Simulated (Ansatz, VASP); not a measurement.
# Two plane-wave programs on Na2MoH6

```xyz
9
Lattice="3.4359 0.0000 0.0000 0.0000 3.4359 0.0000 0.0000 0.0000 8.6060" Properties=species:S:1:pos:R:3 pbc="T T T"
Na    1.7179    1.7179    2.5673
Na    1.7179    1.7179    6.0386
H     1.7179    0.0000    0.0000
H     1.7179    0.0000    4.3030
H     0.0000    1.7179    0.0000
H     0.0000    1.7179    4.3030
H     0.0000    0.0000    1.8305
H     0.0000    0.0000    6.7755
Mo    0.0000    0.0000    0.0000
```

Change from the starting cell: ordered vacancies on the cation sites of perovskite (P4/mmm, No. 123).

Alike in both runs: task relaxation of cell and atoms; functional PBE; k mesh 6 × 6 × 2; occupations gaussian, width 0.1 eV; no spin polarisation.

|  | VASP | Ansatz |
| --- | --- | --- |
| version | VASP 6.6.1 | Ansatz 0.2.0 |
| potentials or method | VASP PAW PBE potentials, release 64 (Na_pv, H, Mo_sv), cutoff 600 eV | scalar-relativistic, plane waves, PAW |
| valence electrons in the cell | 34 | 38 |

Ansatz gave:

- gap on the k mesh at the Fermi level, each at its own relaxed structure (eV): none
- relaxed volume (Å³/atom): 11.29
- relaxed cell length with the largest relative difference (Å): 3.436

Q: Estimate VASP's values.

A: gap on the k mesh at the Fermi level, each at its own relaxed structure (eV): none; relaxed volume (Å³/atom): 11.26; relaxed cell length with the largest relative difference (Å): 3.433.

A gap of «none» marks a metal or a gap that the smearing closes. VASP's potentials hold 34 valence electrons a cell and Ansatz's 38, so a difference there can come from the potentials and not from the codes.

The k mesh is coarse, so the values compare programs but aren't converged.
